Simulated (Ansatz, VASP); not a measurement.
**Cu: VASP beside Ansatz**

```
CELL_PARAMETERS angstrom
-1.52936 1.44279 1.37608
1.52936 -1.44279 1.37608
1.52936 1.44279 -1.37608
ATOMIC_POSITIONS crystal
Cu 0.00000 0.00000 0.00000
```

Change from the starting cell: strain +0.0600 x Voigt [1, 0, 0, 0, 0, 0], atoms carried along.

Alike in both runs: task single point; functional PBEsol; k mesh 24 × 24 × 24; occupations gaussian, width 0.15 eV; no spin polarisation.

|  | VASP | Ansatz |
| --- | --- | --- |
| version | VASP 6.6.1 | Ansatz 0.2.0 |
| potentials or method | VASP PAW PBE potentials, release 64 (Cu), cutoff 520 eV | scalar-relativistic, plane waves, PAW |
| valence electrons in the cell | 11 | 19 |

VASP gave:

- gap on the k mesh at the Fermi level (eV): none
- pressure (GPa): -8.7
- traceless stress, the component that is largest in VASP (GPa): 0.85

Problem. What did Ansatz give for the same quantities?

Solution. gap on the k mesh at the Fermi level (eV): none; pressure (GPa): -9.3; traceless stress, the component that is largest in VASP (GPa): 0.87.

VASP's potentials were made for PBE, not for PBEsol. A gap of «none» marks a metal or a gap that the smearing closes. With one functional, cell and mesh, what is left measures potentials, basis and numerics. VASP's potentials hold 11 valence electrons a cell and Ansatz's 19, so a difference there can come from the potentials and not from the codes.
